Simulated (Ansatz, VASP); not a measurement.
**TaPtAu in VASP and in Ansatz**

```
Ta Pt Au
1.0
     3.95358    0.00000    0.00000
     0.00000    3.95358    0.00000
     0.00000    0.00000    6.81545
Ta Pt Au
2 2 2
Direct
  0.50000 0.00000 0.70730
  0.00000 0.50000 0.29270
  0.50000 0.50000 0.00000
  0.00000 0.00000 0.00000
  0.50000 0.00000 0.31510
  0.00000 0.50000 0.68490
```

Alike in both runs: functional PBE; k mesh 10 × 10 × 6; occupations gaussian, width 0.1 eV; no spin polarisation.

Ansatz relaxed the structure, and its values are those at the end. VASP's run is a single point on that final structure, the one shown.

```csv
,VASP,Ansatz
version,VASP 6.6.1,Ansatz 0.2.0
potentials or method,"VASP PAW PBE potentials, release 64 (Ta_pv, Pt, Au), cutoff 520 eV","scalar-relativistic, plane waves, PAW"
valence electrons in the cell,64,100
```

```tsv
	VASP	Ansatz	Ansatz less VASP
gap on the k mesh at the Fermi level (eV)	none	none	-
pressure (GPa)	-0.3	0.0	+0.29
```

A gap of «none» marks a metal or a gap that the smearing closes. With one functional, cell and mesh, what is left measures potentials, basis and numerics. VASP's potentials hold 64 valence electrons a cell and Ansatz's 100, so a difference there can come from the potentials and not from the codes.

Neither program's run includes spin-orbit coupling.
